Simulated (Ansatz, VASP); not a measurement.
**One calculation of Sn, two programs**

```
CELL_PARAMETERS angstrom
3.11444 0.00000 0.00000
0.00000 3.11444 0.00000
0.00000 0.00000 3.11444
ATOMIC_POSITIONS crystal
Sn 0.00000 0.00000 0.00000
```

Alike in both runs: functional RPBE; k mesh 10 × 10 × 10; occupations fermi-dirac, width 0.1 eV; no spin polarisation.

Ansatz relaxed the structure, and its values are those at the end. VASP's run is a single point on that final structure, the one shown.

```csv
,VASP,Ansatz
version,VASP 6.6.1,Ansatz 0.2.0
potentials or method,"VASP PAW PBE potentials, release 64 (Sn_d), cutoff 520 eV","plane waves (420 eV) with PAW, scalar-relativistic"
valence electrons in the cell,14,14
```

|  | VASP | Ansatz | Ansatz less VASP |
| --- | --- | --- | --- |
| pressure (GPa) | 0.0 | 0.0 | +0.01 |

VASP's potentials were made for PBE, not for RPBE.
